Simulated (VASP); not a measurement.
# ZrC (I4/mmm) in VASP: further runs

ZrC is run at these levels: PBE; tasks: single point.

Everything below comes from runs of VASP 6.6.1. Logs are shortened: lines on timing, memory, paths and dates and some standing lists are left out, and cuts for length are marked.

## 1. The cell of the first run

It takes space group I4/mmm (No. 139, tetragonal). Conventional cell: a = 3.324 Å, b = 3.324 Å, c = 4.324 Å, α = 90.00°, β = 90.00°, γ = 90.00°. Zr (site symmetry 4/mmm) has 6 C at 2.16 to 2.35 Å within 2.9 Å. Within 2.9 Å of C (site symmetry 4/mmm) lie 6 Zr at 2.16 to 2.35 Å.

## 2. Single point, PBE (strain +0.000 along x and y, -0.080 along z)

File INCAR:

```
ALGO = Normal ; EDIFF = 1E-6
ENCUT = 520 ; GGA = PE
ISIF = 2 ; ISMEAR = 0
LASPH = True ; LCHARG = False
LREAL = False ; LWAVE = False
NBANDS = 15 ; NELM = 80
PREC = Accurate ; SIGMA = 0.15
```

File KPOINTS:

```
k-points
0
Gamma
  18 18 18
```

File POSCAR:

```
ZrC
1.0
    0.0000000000      2.3502100000      2.1621932000
    2.3502100000      0.0000000000      2.1621932000
    2.3502100000      2.3502100000      0.0000000000
Zr C
1 1
Direct
    0.5000000000      0.5000000000      0.5000000000
    0.0000000000      0.0000000000      0.0000000000
```

Potentials or basis: VASP PAW PBE potentials, release 64 (Zr_sv, C).

Launch:

```sh
$ cat potpaw_PBE.64/Zr_sv/POTCAR potpaw_PBE.64/C/POTCAR > POTCAR
$ mpirun -np 1 vasp_std > vasp.out
```

OUTCAR:

```text
EDIFF = 1E-6
   ENCUT = 520
   GGA = PE
   ISIF = 2
   ISMEAR = 0
   LASPH = True
   LREAL = False
   NELM = 80
   PREC = Accurate

 ion  position               nearest neighbor table
   1  0.500  0.500  0.500-   2 2.16   2 2.16   2 2.35   2 2.35   2 2.35   2 2.35
   2  0.000  0.000  0.000-   1 2.16   1 2.16   1 2.35   1 2.35   1 2.35   1 2.35

  LATTYP: Found a body centered tetragonal cell.
 ALAT       =     3.3236988564
 C/A-ratio  =     1.3010764774

  Lattice vectors:

 A1 = (   0.0000000000,  -2.3502100000,  -2.1621932000)
 A2 = (   0.0000000000,   2.3502100000,  -2.1621932000)
 A3 = (   2.3502100000,   0.0000000000,   2.1621932000)

Analysis of symmetry for initial positions (statically):
=====================================================================
 Subroutine PRICEL returns:
 Original cell was already a primitive cell.

 Routine SETGRP: Setting up the symmetry group for a
 body centered tetragonal supercell.

 Subroutine GETGRP returns: Found 16 space group operations
 (whereof 16 operations were pure point group operations)
 out of a pool of 16 trial point group operations.

The static configuration has the point symmetry D_4h.

Analysis of symmetry for dynamics (positions and initial velocities):
=====================================================================
 Subroutine PRICEL returns:
 Original cell was already a primitive cell.

 Routine SETGRP: Setting up the symmetry group for a
 body centered tetragonal supercell.

 Subroutine GETGRP returns: Found 16 space group operations
 (whereof 16 operations were pure point group operations)
 out of a pool of 16 trial point group operations.

The dynamic configuration has the point symmetry D_4h.

 Subroutine INISYM returns: Found 16 space group operations
 (whereof 16 operations are pure point group operations),
 and found     1 'primitive' translations

----------------------------------------------------------------------------------------

                                     Primitive cell

  volume of cell :      23.8857

  direct lattice vectors                    reciprocal lattice vectors
     0.000000000  2.350210000  2.162193200    -0.212746946  0.212746946  0.231246680
     2.350210000  0.000000000  2.162193200     0.212746946 -0.212746946  0.231246680
     2.350210000  2.350210000  0.000000000     0.212746946  0.212746946 -0.231246680

  length of vectors
     3.193519450  3.193519450  3.323698856     0.379470095  0.379470095  0.379470095

  position of ions in fractional coordinates (direct lattice)
[... 89 lines left out ...]
   PSTRESS=    0.0 pullay stress
   NELECT =      16.0000    total number of electrons
   NUPDOWN=      -1.0000    fix difference up-down
   EMIN   =  10.00;   EMAX   =-10.00  energy-range for DOS
   EFERMI =   0.00;   METHOD = LEGACY
   ISMEAR =     0;   SIGMA  =   0.15  broadening in eV -4-tet -1-fermi 0-gaus
   EFERMI_NEDOS =   21; number of points for ismear=-14 and -15
   IALGO  =     38    algorithm
   IMIX   =      4    mixing-type and parameters
     AMIX     =   0.40;   BMIX     =  1.00
     AMIX_MAG =   1.60;   BMIX_MAG =  1.00
  volume/ion in A,a.u.               =      11.94        80.59
  Fermi-wavevector in a.u.,A,eV,Ry     =   1.432415  2.706872 27.916610  2.051813
  Thomas-Fermi vector in A             =   2.552045
   LORBIT       =      0    0 simple, 1 ext, 2 COOP (PROOUT), +10 PAW based schemes
   GGA     = PE    functional components
   LHFCALC =     F    Hartree Fock is set to
   AEXX    =    0.0000 exact exchange contribution
   IVDW    =     0    specifies the selected vdW correction
   LEPSILON=     F    determine dielectric tensor
   LRPA    =     F    only Hartree local field effects (RPA)
 non-spin polarized calculation
 Gauss-broadening in eV      SIGMA  =   0.15
  energy-cutoff  :      520.00
  volume of cell :       23.89
 maximum number of plane-waves:       655
   NGX = 11   NGY = 11   NGZ = 13

 number of electron      16.0000000 magnetization

 Free energy of the ion-electron system (eV)
  ---------------------------------------------------
  ext. energy  EPLUGINS =         0.00000000
  ---------------------------------------------------
  free energy    TOTEN  =       -19.11705239 eV

  energy without entropy =      -19.11428443  energy(sigma->0) =      -19.11566841

 E-fermi :  10.6352     XC(G=0): -12.5383

 val. band max:       10.6126944294   @ k =   0.5000   0.4444   0.0556
 cond. band min:      10.6384745492   @ k =   0.5000   0.0000   0.5000
 fundamental gap:      0.0257801198
 Fermi energy:        10.6351888277

 k-point     1 :       0.0000    0.0000    0.0000
  band No.  band energies     occupation
      1     -37.1685      2.00000
      2     -14.8346      2.00000
      3     -14.8158      2.00000
      4     -14.8158      2.00000
      5      -0.9900      2.00000
      6      11.3571      0.00000
      7      11.3571      0.00000
      8      11.4598      0.00000
      9      11.4598      0.00000
     10      11.9957      0.00000
     11      12.3555      0.00000
     12      13.1383      0.00000
     13      13.6968      0.00000
     14      19.4999      0.00000
[... 401 lines left out ...]
      2     -15.3717      2.00000
      3     -14.8920      2.00000
      4     -14.8833      2.00000
      5       0.3072      2.00000
      6       7.6915      2.00000
      7       8.4669      2.00000
      8       9.3269      2.00000
      9      12.8345      0.00000
     10      13.2427      0.00000
     11      14.0998      0.00000
     12      17.6709      0.00000
     13      17.6717      0.00000
     14      20.7813      0.00000
     15      24.3242      0.00000

 [... further k-points ...]

------------------------ aborting loop because EDIFF is reached ----------------------------------------

  FORCE on cell =-STRESS in cart. coord.  units (eV):
  Direction    XX          YY          ZZ          XY          YZ          ZX
  --------------------------------------------------------------------------------------
  -------------------------------------------------------------------------------------
  Total        1.7012867      1.7012867      8.7889622      0.0000000      0.0000000     -0.0000000
  in kB      114.1169776    114.1169776    589.5360204      0.0000000      0.0000000     -0.0000000
  external PRESSURE =     272.5899919 kB  Pullay stress =       0.0000000 kB

 VOLUME and BASIS-vectors are now :
 -----------------------------------------------------------------------------
  energy-cutoff  :      520.00
  volume of cell :       23.89
      direct lattice vectors                 reciprocal lattice vectors
     0.000000000  2.350210000  2.162193200    -0.212746946  0.212746946  0.231246680
     2.350210000  0.000000000  2.162193200     0.212746946 -0.212746946  0.231246680
     2.350210000  2.350210000  0.000000000     0.212746946  0.212746946 -0.231246680

 POSITION                                       TOTAL-FORCE (eV/Angst)
 -----------------------------------------------------------------------------------
      2.35021      2.35021      2.16219         0.000000      0.000000      0.000000
      0.00000      0.00000      0.00000         0.000000     -0.000000      0.000000
 -----------------------------------------------------------------------------------
    total drift:                                0.000000     -0.000000      0.000000

  FREE ENERGIE OF THE ION-ELECTRON SYSTEM (eV)
  ---------------------------------------------------
  free  energy   TOTEN  =       -19.1170523862 eV

  energy  without entropy=      -19.1142844322  energy(sigma->0) =      -19.11566841
```

Wall time 3.9 min (1 thread of Intel Xeon 8259CL, shared host); peak memory 0.29 GiB.

What came out:

| Property | Result |
| --- | --- |
| Free energy | -19.1171 eV |
| Pressure | 27.3 GPa |
| Band gap on the k mesh | zero (bands 8 and 9 overlap by 1.78 eV) |

Levels at points of the mesh, in eV from the Fermi level:
```csv
k point,band 5,band 6,band 7,band 8,band 9,band 10,band 11,band 12
"(0.00, 0.00, 0.00)",-11.63,0.72,0.72,0.82,0.82,1.36,1.72,2.50
"(0.50, 0.00, 0.00)",-8.04,-5.66,-3.39,-3.26,4.59,5.35,6.02,6.81
"(0.50, 0.50, 0.00)",-10.59,-2.19,-1.13,-0.19,-0.19,4.98,6.21,6.21
"(0.50, 0.00, 0.50)",-10.58,-2.25,-1.98,0.00,0.66,4.62,5.79,6.61
```

Caveat: the cell differs from its parent crystal (strain +0.000 along x and y, -0.080 along z); the stress differs along the axes, from 11 to 59 GPa.

## 3. Single point, PBE (strain +0.000 along x and y, -0.040 along z)

File INCAR:

```
SYSTEM = ZrC
  ALGO = Normal
  EDIFF = 1E-7
  ENCUT = 520
  GGA = PE
  ISIF = 2
  ISMEAR = 0
  LASPH = .True.
  LCHARG = .True.
  LELF = .True.
  LREAL = .False.
  LVHAR = .True.
  LWAVE = .False.
  NBANDS = 15
  NELM = 60
  PREC = Accurate
  SIGMA = 0.15
```

File KPOINTS:

```
k-points
0
Gamma
  18 18 18
  0 0 0
```

File POSCAR:

```
ZrC
1.0
    0.0000000000      2.3502100000      2.2562016000
    2.3502100000      0.0000000000      2.2562016000
    2.3502100000      2.3502100000      0.0000000000
Zr C
1 1
Direct
    0.5000000000      0.5000000000      0.5000000000
    0.0000000000      0.0000000000      0.0000000000
```

Potentials or basis: VASP PAW PBE potentials, release 64 (Zr_sv, C).

Launch:

```sh
$ cat potpaw_PBE.64/Zr_sv/POTCAR potpaw_PBE.64/C/POTCAR > POTCAR
$ mpirun -np 1 vasp_std > vasp.out
```

OUTCAR:

```text
SYSTEM = ZrC
   EDIFF = 1E-7
   ENCUT = 520
   GGA = PE
   ISIF = 2
   ISMEAR = 0
   LASPH = .True.
   LREAL = .False.
   NELM = 60
   PREC = Accurate

 ion  position               nearest neighbor table
   1  0.500  0.500  0.500-   2 2.26   2 2.26   2 2.35   2 2.35   2 2.35   2 2.35
   2  0.000  0.000  0.000-   1 2.26   1 2.26   1 2.35   1 2.35   1 2.35   1 2.35

  LATTYP: Found a body centered tetragonal cell.
 ALAT       =     3.3236988564
 C/A-ratio  =     1.3576450199

  Lattice vectors:

 A1 = (   0.0000000000,  -2.3502100000,  -2.2562016000)
 A2 = (   0.0000000000,   2.3502100000,  -2.2562016000)
 A3 = (   2.3502100000,   0.0000000000,   2.2562016000)

Analysis of symmetry for initial positions (statically):
=====================================================================
 Subroutine PRICEL returns:
 Original cell was already a primitive cell.

 Routine SETGRP: Setting up the symmetry group for a
 body centered tetragonal supercell.

 Subroutine GETGRP returns: Found 16 space group operations
 (whereof 16 operations were pure point group operations)
 out of a pool of 16 trial point group operations.

The static configuration has the point symmetry D_4h.

Analysis of symmetry for dynamics (positions and initial velocities):
=====================================================================
 Subroutine PRICEL returns:
 Original cell was already a primitive cell.

 Routine SETGRP: Setting up the symmetry group for a
 body centered tetragonal supercell.

 Subroutine GETGRP returns: Found 16 space group operations
 (whereof 16 operations were pure point group operations)
 out of a pool of 16 trial point group operations.

The dynamic configuration has the point symmetry D_4h.

 Subroutine INISYM returns: Found 16 space group operations
 (whereof 16 operations are pure point group operations),
 and found     1 'primitive' translations

----------------------------------------------------------------------------------------

                                     Primitive cell

[... 121 lines left out ...]
 non-spin polarized calculation
 Gauss-broadening in eV      SIGMA  =   0.15
  energy-cutoff  :      520.00
  volume of cell :       24.92
 maximum number of plane-waves:       684
   NGX = 13   NGY = 13   NGZ = 13

 number of electron      16.0000000 magnetization

 Free energy of the ion-electron system (eV)
  ---------------------------------------------------
  ext. energy  EPLUGINS =         0.00000000
  ---------------------------------------------------
  free energy    TOTEN  =       -19.38218305 eV

  energy without entropy =      -19.37897500  energy(sigma->0) =      -19.38057903

 E-fermi :  10.1088     XC(G=0): -12.3333

 val. band max:       10.1051448266   @ k =   0.4444   0.0000   0.4444
 cond. band min:      10.1112133379   @ k =   0.3333   0.0000   0.2778
 fundamental gap:      0.0060685113
 Fermi energy:        10.1087792452

 k-point     1 :       0.0000    0.0000    0.0000
  band No.  band energies     occupation
      1     -37.8528      2.00000
      2     -15.5411      2.00000
      3     -15.5411      2.00000
      4     -15.5257      2.00000
      5      -1.3594      2.00000
      6      10.9519      0.00000
      7      10.9519      0.00000
      8      11.0664      0.00000
      9      11.0664      0.00000
     10      11.2070      0.00000
     11      11.4865      0.00000
     12      12.7790      0.00000
     13      13.1520      0.00000
     14      18.0138      0.00000
[... 401 lines left out ...]
      2     -16.0148      2.00000
      3     -15.5969      2.00000
      4     -15.5853      2.00000
      5      -0.1075      2.00000
      6       7.3142      2.00000
      7       8.1214      2.00000
      8       8.6626      2.00000
      9      12.3025      0.00000
     10      12.6788      0.00000
     11      13.3998      0.00000
     12      16.6928      0.00000
     13      17.2377      0.00000
     14      19.5798      0.00000
     15      23.4925      0.00000

 [... further k-points ...]

------------------------ aborting loop because EDIFF is reached ----------------------------------------

  FORCE on cell =-STRESS in cart. coord.  units (eV):
  Direction    XX          YY          ZZ          XY          YZ          ZX
  --------------------------------------------------------------------------------------
  -------------------------------------------------------------------------------------
  Total        0.9438778      0.9438778      3.8481524      0.0000000     -0.0000000      0.0000000
  in kB       60.6743508     60.6743508    247.3669113      0.0000000     -0.0000000      0.0000000
  external PRESSURE =     122.9052043 kB  Pullay stress =       0.0000000 kB

 VOLUME and BASIS-vectors are now :
 -----------------------------------------------------------------------------
  energy-cutoff  :      520.00
  volume of cell :       24.92
      direct lattice vectors                 reciprocal lattice vectors
     0.000000000  2.350210000  2.256201600    -0.212746946  0.212746946  0.221611402
     2.350210000  0.000000000  2.256201600     0.212746946 -0.212746946  0.221611402
     2.350210000  2.350210000  0.000000000     0.212746946  0.212746946 -0.221611402

 POSITION                                       TOTAL-FORCE (eV/Angst)
 -----------------------------------------------------------------------------------
      2.35021      2.35021      2.25620        -0.000000      0.000000      0.000000
      0.00000      0.00000      0.00000         0.000000     -0.000000      0.000000
 -----------------------------------------------------------------------------------
    total drift:                                0.000000     -0.000000      0.000000

  FREE ENERGIE OF THE ION-ELECTRON SYSTEM (eV)
  ---------------------------------------------------
  free  energy   TOTEN  =       -19.3821830546 eV

  energy  without entropy=      -19.3789750035  energy(sigma->0) =      -19.38057903
```

OSZICAR:

```text
N       E                     dE             d eps       ncg     rms          rms(c)
DAV:   1     0.100640668264E+03    0.10064E+03   -0.85701E+03 14416   0.108E+03
DAV:   2    -0.166642063811E+02   -0.11730E+03   -0.10982E+03 18180   0.289E+02
DAV:   3    -0.226674801580E+02   -0.60033E+01   -0.59644E+01 23707   0.554E+01
DAV:   4    -0.228013734450E+02   -0.13389E+00   -0.13382E+00 17767   0.594E+00
DAV:   5    -0.228027687466E+02   -0.13953E-02   -0.13953E-02 18907   0.538E-01    0.223E+01
DAV:   6    -0.194760586904E+02    0.33267E+01   -0.63282E+00 17291   0.228E+01    0.789E+00
DAV:   7    -0.193932847945E+02    0.82774E-01   -0.53419E-01 16592   0.568E+00    0.682E+00
DAV:   8    -0.194125593731E+02   -0.19275E-01   -0.26950E-01 17902   0.412E+00    0.512E+00
DAV:   9    -0.193836875178E+02    0.28872E-01   -0.44240E-02 15975   0.154E+00    0.113E+00
DAV:  10    -0.193821951771E+02    0.14923E-02   -0.59272E-03 19132   0.626E-01    0.556E-02
DAV:  11    -0.193821882831E+02    0.68940E-05   -0.14175E-04 16556   0.118E-01    0.383E-02
DAV:  12    -0.193821842050E+02    0.40780E-05   -0.40300E-06 18707   0.185E-02    0.116E-02
DAV:  13    -0.193821831160E+02    0.10891E-05   -0.10333E-06 18585   0.737E-03    0.203E-03
DAV:  14    -0.193821830546E+02    0.61409E-07   -0.34609E-08 10665   0.143E-03
   1 F= -.19382183E+02 E0= -.19380579E+02  d E =-.320805E-02
```

stdout:

```text
POSCAR found type information on POSCAR ZrC
 POSCAR found :  2 types and       2 ions
 scaLAPACK will be used
 LDA part: xc-table for (Slater+PW92), standard interpolation
 POSCAR, INCAR and KPOINTS ok, starting setup
 FFT: planning ... GRIDC
 FFT: planning ... GRID_SOFT
 FFT: planning ... GRID
 WAVECAR not read
 entering main loop
```

It took 4.1 min on 1 thread of Intel Xeon 8259CL, shared host; peak memory 0.3 GiB.

What came out:

```yaml
Free_energy: -19.3822 eV
Pressure: 12.3 GPa
Band_gap_on_the_k_mesh: zero (bands 8 and 9 overlap by 1.59 eV)
```

Stress tensor (GPa, compression positive):
```
 6.07  0.00  0.00
 0.00  6.07  0.00
 0.00  0.00 24.74
```

Caveat: the cell differs from its parent crystal (strain +0.000 along x and y, -0.040 along z); the stress differs along the axes, from 6 to 25 GPa.

The gap in the log of VASP goes by the Fermi energy; the results here count the filled bands.